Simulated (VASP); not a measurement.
Runs of VASP 6.6.1 on Er4Se. The structure is that of space group Pm-3m (No. 221), or close to it. The cells are those of the table. The cell was generated, and may not be a known phase.

```tsv
task	cell	k mesh	gap on the mesh (eV)	pressure (GPa)	relaxed volume (Å³/atom)
single point	a = 4.903 Å, 5 atoms	4 × 4 × 4	none	21.4	-
relaxation of cell and atoms	relaxed from a = 5.535 Å, 5 atoms	8 × 8 × 8	none	0.0	34.10
single point	a = 5.517 Å, 5 atoms	8 × 8 × 8	none	0.5	-
single point	a = 5.535 Å, 5 atoms	4 × 4 × 4	none	(a)	-
relaxation of cell and atoms	relaxed from a = 4.903 Å, 5 atoms	4 × 4 × 4	none	0.0	(b)
```

Alike in all rows: level PBE; potentials or basis VASP PAW PBE potentials, release 64 (Er_3, Se), 4f in core; no spin polarisation; cutoff (eV) 500; smearing gaussian 0.1 eV.

Task: Estimate the missing entries.

Result: (a) 0.6; (b) 34.60.

Caveats: spin-orbit coupling is left out, which moves the levels of the heavy elements; the 4f electrons are frozen in the core, so they carry no moment and show no levels; the run has no spin polarisation, though such a crystal can be magnetic; the cell stands under pressure (at least some runs); the volume moved by over 15 % at a fixed basis, so the end points are rough (at least some runs).

A k mesh can miss the band edges, and the runs leave out spin-orbit coupling on Er, Se.

A gap of «none» marks levels without a gap at the run's occupations.
